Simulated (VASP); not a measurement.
# InAs (F-43m) in VASP: a series of runs

The runs below take InAs through single point, relaxation of cell and atoms, with PBE.

Program: VASP 6.6.1. These are calculated values, not measurements. Logs are shortened: lines on timing, memory, paths and dates and some standing lists are left out, and cuts for length are marked.

## Step 1: The cell of the first run

The structure is cubic, space group F-43m (No. 216). The conventional cell has a = 6.183 Å, b = 6.183 Å, c = 6.183 Å, α = 90.00°, β = 90.00°, γ = 90.00°. Within 3.5 Å of In (site symmetry -43m) lie 4 As at 2.68 Å. Within 3.5 Å of As (site symmetry -43m) lie 4 In at 2.68 Å.

## Step 2: Single point, PBE

The input, INCAR:

```
PREC = Accurate ; ENCUT = 500
EDIFF = 1E-6 ; ISMEAR = 0
SIGMA = 0.1 ; LREAL = F
LASPH = T ; NELM = 120
ALGO = Normal ; ISIF = 2
LWAVE = F ; LCHARG = F
GGA = PE ; NBANDS = 16
GGA_COMPAT = F
```

The input, KPOINTS:

```
Automatic mesh
0
Gamma
  12 12 12
```

The input, POSCAR:

```
InAs
1.0
    0.0000000000      3.0916113275      3.0916113275
    3.0916113275      0.0000000000      3.0916113275
    3.0916113275      3.0916113275      0.0000000000
In As
1 1
Direct
    0.0000000000      0.0000000000      0.0000000000
    0.2500000000      0.2500000000      0.2500000000
```

Potentials or basis: VASP PAW PBE potentials, release 64 (In_d, As).

Started as:

```
$ cat potpaw_PBE.64/In_d/POTCAR potpaw_PBE.64/As/POTCAR > POTCAR
$ mpirun -np 1 vasp_std > vasp.out
```

OUTCAR:

```text
PREC = Accurate
   ENCUT = 500
   EDIFF = 1E-6
   ISMEAR = 0
   LREAL = F
   LASPH = T
   NELM = 120
   ISIF = 2
   GGA = PE

 ion  position               nearest neighbor table
   1  0.000  0.000  0.000-   2 2.68   2 2.68   2 2.68   2 2.68
   2  0.250  0.250  0.250-   1 2.68   1 2.68   1 2.68   1 2.68

  LATTYP: Found a face centered cubic cell.
 ALAT       =     6.1832226550

  Lattice vectors:

 A1 = (   0.0000000000,   3.0916113275,   3.0916113275)
 A2 = (   3.0916113275,   0.0000000000,   3.0916113275)
 A3 = (   3.0916113275,   3.0916113275,   0.0000000000)

Analysis of symmetry for initial positions (statically):
=====================================================================
 Subroutine PRICEL returns:
 Original cell was already a primitive cell.

 Routine SETGRP: Setting up the symmetry group for a
 face centered cubic supercell.

 Subroutine GETGRP returns: Found 24 space group operations
 (whereof 24 operations were pure point group operations)
 out of a pool of 48 trial point group operations.

The static configuration has the point symmetry T_d .

Analysis of symmetry for dynamics (positions and initial velocities):
=====================================================================
 Subroutine PRICEL returns:
 Original cell was already a primitive cell.

 Routine SETGRP: Setting up the symmetry group for a
 face centered cubic supercell.

 Subroutine GETGRP returns: Found 24 space group operations
 (whereof 24 operations were pure point group operations)
 out of a pool of 48 trial point group operations.

The dynamic configuration has the point symmetry T_d .

 Subroutine INISYM returns: Found 24 space group operations
 (whereof 24 operations are pure point group operations),
 and found     1 'primitive' translations

----------------------------------------------------------------------------------------

                                     Primitive cell

  volume of cell :      59.0996

  direct lattice vectors                    reciprocal lattice vectors
     0.000000000  3.091611327  3.091611327    -0.161727962  0.161727962  0.161727962
     3.091611327  0.000000000  3.091611327     0.161727962 -0.161727962  0.161727962
     3.091611327  3.091611327  0.000000000     0.161727962  0.161727962 -0.161727962

  length of vectors
     4.372198669  4.372198669  4.372198669     0.280121048  0.280121048  0.280121048

  position of ions in fractional coordinates (direct lattice)
     0.000000000  0.000000000  0.000000000
     0.250000000  0.250000000  0.250000000

  ion indices of the primitive-cell ions
   primitive index   ion index
                 1           1
                 2           2

----------------------------------------------------------------------------------------

 KPOINTS: Automatic mesh

Automatic generation of k-mesh.
 Grid dimensions read from file:
 generate k-points for:   12   12   12

 Generating k-lattice:

  Cartesian coordinates                     Fractional coordinates (reciprocal lattice)
    -0.013477330  0.013477330  0.013477330     0.083333333  0.000000000  0.000000000
     0.013477330 -0.013477330  0.013477330     0.000000000  0.083333333  0.000000000
     0.013477330  0.013477330 -0.013477330     0.000000000  0.000000000  0.083333333

  Length of vectors
     0.023343421  0.023343421  0.023343421

  Shift w.r.t. Gamma in fractional coordinates (k-lattice)
     0.000000000  0.000000000  0.000000000

 Subroutine IBZKPT returns following result:
 ===========================================

 Found     72 irreducible k-points:

 Following reciprocal coordinates:
            Coordinates               Weight
  0.000000  0.000000  0.000000      1.000000
  0.083333  0.000000  0.000000      8.000000
  0.166667  0.000000  0.000000      8.000000
  0.250000  0.000000  0.000000      8.000000
  0.333333  0.000000  0.000000      8.000000
  0.416667  0.000000  0.000000      8.000000
[... 16 lines left out ...]
  0.500000  0.166667  0.000000     24.000000
 -0.416667  0.166667  0.000000     24.000000
 [... further k-points ...]
   k-points           NKPTS =     72   k-points in BZ     NKDIM =     72   number of bands    NBANDS=     16
   number of dos      NEDOS =    301   number of ions     NIONS =      2
   total plane-waves  NPLWV =  32768
   dimension x,y,z NGX =    32 NGY =   32 NGZ =   32
   dimension x,y,z NGXF=    64 NGYF=   64 NGZF=   64
   ions per type =               1   1
   NGX,Y,Z   is equivalent  to a cutoff of  12.17, 12.17, 12.17 a.u.
   NGXF,Y,Z  is equivalent  to a cutoff of  24.33, 24.33, 24.33 a.u.
 SYSTEM =  unknown system
   PREC   = accura    normal or accurate (medium, high low for compatibility)
   ISTART =      0    job   : 0-new  1-cont  2-samecut
   ICHARG =      2    charge: 1-file 2-atom 10-const
   ISPIN  =      1    spin polarized calculation?
   LNONCOLLINEAR =      F non collinear calculations
   LSORBIT =      F    spin-orbit coupling
   LASPH  =      T    aspherical Exc in radial PAW
   ENCUT  =  500.0 eV  36.75 Ry    6.06 a.u.   7.97  7.97  7.97*2*pi/ulx,y,z
   NELM   =    120;   NELMIN=  2; NELMDL= -5     # of ELM steps
   EDIFF  = 0.1E-05   stopping-criterion for ELM
   LREAL  =      F    real-space projection
[... 7 lines left out ...]
   TEBEG  =    0.0;   TEEND  =   0.0 temperature during run
   PSTRESS=    0.0 pullay stress
   NELECT =      18.0000    total number of electrons
   NUPDOWN=      -1.0000    fix difference up-down
   EMIN   =  10.00;   EMAX   =-10.00  energy-range for DOS
   EFERMI =   0.00;   METHOD = LEGACY
   ISMEAR =     0;   SIGMA  =   0.10  broadening in eV -4-tet -1-fermi 0-gaus
   EFERMI_NEDOS =   21; number of points for ismear=-14 and -15
   IALGO  =     38    algorithm
   IMIX   =      4    mixing-type and parameters
     AMIX     =   0.40;   BMIX     =  1.00
     AMIX_MAG =   1.60;   BMIX_MAG =  1.00
  volume/ion in A,a.u.               =      29.55       199.41
  Fermi-wavevector in a.u.,A,eV,Ry     =   1.101465  2.081467 16.506936  1.213226
  Thomas-Fermi vector in A             =   2.237893
   LORBIT       =      0    0 simple, 1 ext, 2 COOP (PROOUT), +10 PAW based schemes
   GGA     = PE    functional components
   LHFCALC =     F    Hartree Fock is set to
   AEXX    =    0.0000 exact exchange contribution
   IVDW    =     0    specifies the selected vdW correction
   LEPSILON=     F    determine dielectric tensor
   LRPA    =     F    only Hartree local field effects (RPA)
 non-spin polarized calculation
 Gauss-broadening in eV      SIGMA  =   0.10
  energy-cutoff  :      500.00
  volume of cell :       59.10
 maximum number of plane-waves:      1524
   NGX = 15   NGY = 15   NGZ = 15

 number of electron      18.0000009 magnetization

 Free energy of the ion-electron system (eV)
  ---------------------------------------------------
  ext. energy  EPLUGINS =         0.00000000
  ---------------------------------------------------
  free energy    TOTEN  =        -7.71973586 eV

  energy without entropy =       -7.71957752  energy(sigma->0) =       -7.71965669

 E-fermi :   3.9203     XC(G=0):  -8.8035

 val. band max:        3.8553198618   @ k =   0.0000   0.0000   0.0000
 cond. band min:       4.4843589474   @ k =   0.0833   0.0000   0.0000
 fundamental gap:      0.6290390856
 Fermi energy:         3.9203486282

 k-point     1 :       0.0000    0.0000    0.0000
  band No.  band energies     occupation
      1     -10.4138      2.00000
      2     -10.4138      2.00000
      3     -10.4138      2.00000
      4     -10.3135      2.00000
      5     -10.3135      2.00000
      6      -7.5955      2.00000
[... 8 lines left out ...]
     15      13.3648      0.00000
     16      13.3648      0.00000

 k-point     2 :       0.0833    0.0000    0.0000
  band No.  band energies     occupation
      1     -10.4206      2.00000
      2     -10.4117      2.00000
      3     -10.4117      2.00000
      4     -10.3135      2.00000
      5     -10.3135      2.00000
      6      -7.5314      2.00000
[... 8 lines left out ...]
     15      12.8435      0.00000
     16      12.8435      0.00000

 k-point     3 :       0.1667    0.0000    0.0000
  band No.  band energies     occupation
      1     -10.4387      2.00000
      2     -10.4062      2.00000
      3     -10.4062      2.00000
      4     -10.3134      2.00000
      5     -10.3134      2.00000
      6      -7.3464      2.00000
[... 8 lines left out ...]
     15      12.3667      0.00000
     16      12.3667      0.00000

 k-point     4 :       0.2500    0.0000    0.0000
  band No.  band energies     occupation
      1     -10.4625      2.00000
      2     -10.3993      2.00000
      3     -10.3993      2.00000
      4     -10.3124      2.00000
      5     -10.3124      2.00000
      6      -7.0644      2.00000
[... 8 lines left out ...]
     15      12.3220      0.00000
     16      12.3220      0.00000

 k-point     5 :       0.3333    0.0000    0.0000
  band No.  band energies     occupation
      1     -10.4852      2.00000
      2     -10.3935      2.00000
      3     -10.3935      2.00000
      4     -10.3104      2.00000
      5     -10.3104      2.00000
      6      -6.7338      2.00000
[... 8 lines left out ...]
     15      12.7915      0.00000
     16      12.7915      0.00000

 k-point     6 :       0.4167    0.0000    0.0000
  band No.  band energies     occupation
      1     -10.5014      2.00000
      2     -10.3900      2.00000
      3     -10.3900      2.00000
      4     -10.3081      2.00000
      5     -10.3081      2.00000
      6      -6.4444      2.00000
[... 8 lines left out ...]
     15      13.6533      0.00000
     16      13.6534      0.00000
[... 267 lines left out ...]
 k-point    21 :       0.3333    0.1667    0.0000
  band No.  band energies     occupation
      1     -10.4920      2.00000
      2     -10.3871      2.00000
      3     -10.3840      2.00000
      4     -10.3224      2.00000
      5     -10.3052      2.00000
      6      -6.7643      2.00000
[... 8 lines left out ...]
     15      13.7213      0.00000
     16      13.8090      0.00000

 k-point    22 :       0.4167    0.1667    0.0000
  band No.  band energies     occupation
      1     -10.5069      2.00000
      2     -10.3844      2.00000
      3     -10.3797      2.00000
      4     -10.3203      2.00000
      5     -10.3043      2.00000
      6      -6.4557      2.00000
[... 8 lines left out ...]
     15      13.7399      0.00000
     16      14.4009      0.00000

 k-point    23 :       0.5000    0.1667    0.0000
  band No.  band energies     occupation
      1     -10.5151      2.00000
      2     -10.3835      2.00000
      3     -10.3782      2.00000
      4     -10.3164      2.00000
      5     -10.3052      2.00000
      6      -6.2277      2.00000
[... 8 lines left out ...]
     15      13.9991      0.00000
     16      14.4643      0.00000

 k-point    24 :      -0.4167    0.1667    0.0000
  band No.  band energies     occupation
      1     -10.5148      2.00000
      2     -10.3838      2.00000
      3     -10.3794      2.00000
      4     -10.3126      2.00000
      5     -10.3085      2.00000
      6      -6.1928      2.00000
[... 8 lines left out ...]
     15      13.3574      0.00000
     16      13.7783      0.00000

 [... further k-points ...]
[... 5 lines left out ...]
  --------------------------------------------------------------------------------------
  -------------------------------------------------------------------------------------
  Total        0.0447798      0.0447798      0.0447798      0.0000000      0.0000000      0.0000000
  in kB        1.2139714      1.2139714      1.2139714      0.0000000      0.0000000      0.0000000
  external PRESSURE =       1.2139714 kB  Pullay stress =       0.0000000 kB

 VOLUME and BASIS-vectors are now :
 -----------------------------------------------------------------------------
  energy-cutoff  :      500.00
  volume of cell :       59.10
      direct lattice vectors                 reciprocal lattice vectors
     0.000000000  3.091611327  3.091611327    -0.161727962  0.161727962  0.161727962
     3.091611327  0.000000000  3.091611327     0.161727962 -0.161727962  0.161727962
     3.091611327  3.091611327  0.000000000     0.161727962  0.161727962 -0.161727962

 POSITION                                       TOTAL-FORCE (eV/Angst)
 -----------------------------------------------------------------------------------
      0.00000      0.00000      0.00000         0.000000      0.000000      0.000000
      1.54581      1.54581      1.54581        -0.000000     -0.000000     -0.000000
 -----------------------------------------------------------------------------------
    total drift:                               -0.000000     -0.000000      0.000000

  FREE ENERGIE OF THE ION-ELECTRON SYSTEM (eV)
  ---------------------------------------------------
  free  energy   TOTEN  =        -7.7197358590 eV

  energy  without entropy=       -7.7195775183  energy(sigma->0) =       -7.71965669
```

Wall time 33 s (1 thread of Intel Xeon 6975P-C, shared host); peak memory 0.22 GiB.

What came out:

```yaml
Free_energy: -7.7197 eV
Pressure: 0.1 GPa
Band_gap_on_the_k_mesh: zero (filled and empty bands touch)
```

Levels at points of the mesh, in eV from the Fermi level:
```csv
k point,band 6,band 7,band 8,band 9,band 10,band 11,band 12,band 13
"(0.00, 0.00, 0.00)",-11.52,-0.60,-0.07,-0.07,-0.07,3.81,3.81,3.81
"(0.50, 0.00, 0.00)",-10.24,-5.50,-0.96,-0.96,0.75,4.57,4.57,6.69
"(0.50, 0.50, 0.00)",-9.77,-5.63,-2.17,-2.17,1.59,1.98,8.70,8.75
```

Caveat: spin-orbit coupling is left out, which moves the levels of the heavy elements.

## Step 3: Relaxation of cell and atoms, PBE

The input, INCAR:

```
SYSTEM = InAs
ALGO     = Normal         ! electronic algorithm
EDIFF    = 1E-7           ! SCF threshold, eV
EDIFFG   = -0.01          ! ionic threshold
ENCUT    = 500            ! plane-wave cutoff, eV
GGA      = PE             ! functional
GGA_COMPAT= .FALSE.      
IBRION   = 2              ! ionic algorithm
ISIF     = 3              ! what is computed and relaxed
ISMEAR   = 0              ! smearing method
LASPH    = .TRUE.         ! aspherical terms in the spheres
LCHARG   = .FALSE.        ! write CHGCAR
LREAL    = .FALSE.        ! projectors in reciprocal space
LWAVE    = .FALSE.        ! write WAVECAR
NELM     = 120            ! most SCF steps
NELMIN   = 4            
NSW      = 80             ! ionic steps
PREC     = Accurate       ! precision mode
SIGMA    = 0.1            ! smearing width, eV
```

The input, KPOINTS:

```
k-points
0
G
  12 12 12
  0 0 0
```

POSCAR is that of step 2.

Potentials or basis: VASP PAW PBE potentials, release 64 (In_d, As).

Started as:

```
$ cat potpaw_PBE.64/In_d/POTCAR potpaw_PBE.64/As/POTCAR > POTCAR
$ mpirun -np 1 vasp_std > vasp.out
```

Wall time 56 s (1 thread of Intel Xeon 6975P-C, shared host); peak memory 0.22 GiB.

The run converged. Its results:

```
Free energy                            : -7.7198 eV
Relaxed volume                         : 29.65 Å³/atom
Relaxed cell                           : a = 4.377 Å, b = 4.377 Å, c = 4.377 Å, α = 60.00°, β = 60.00°, γ = 60.00°
Space group after relaxing (to 0.05 Å) : F-43m (No. 216)
Energy gained by relaxing              : 0.0 meV/atom
Ionic steps                            : 2
Pressure after relaxing                : 0.0 GPa
Band gap on the k mesh                 : zero (filled and empty bands touch)
```

Final structure:
```
In As
1.0
     0.00000    3.09504    3.09504
     3.09504    0.00000    3.09504
     3.09504    3.09504    0.00000
In As
1 1
Direct
  0.00000 0.00000 0.00000
  0.25000 0.25000 0.25000
```

Levels at points of the mesh, in eV from the Fermi level:
| k point | band 5 | band 6 | band 7 | band 8 | band 9 | band 10 | band 11 | band 12 | band 13 |
| --- | --- | --- | --- | --- | --- | --- | --- | --- | --- |
| (0.00, 0.00, 0.00) | -14.23 | -11.50 | -0.62 | -0.07 | -0.07 | -0.07 | 3.81 | 3.81 | 3.81 |
| (0.50, 0.00, 0.00) | -14.22 | -10.23 | -5.49 | -0.95 | -0.95 | 0.74 | 4.57 | 4.57 | 6.68 |
| (0.50, 0.50, 0.00) | -14.21 | -9.77 | -5.61 | -2.16 | -2.16 | 1.59 | 1.97 | 8.68 | 8.72 |

Caveat: spin-orbit coupling is left out, which moves the levels of the heavy elements.
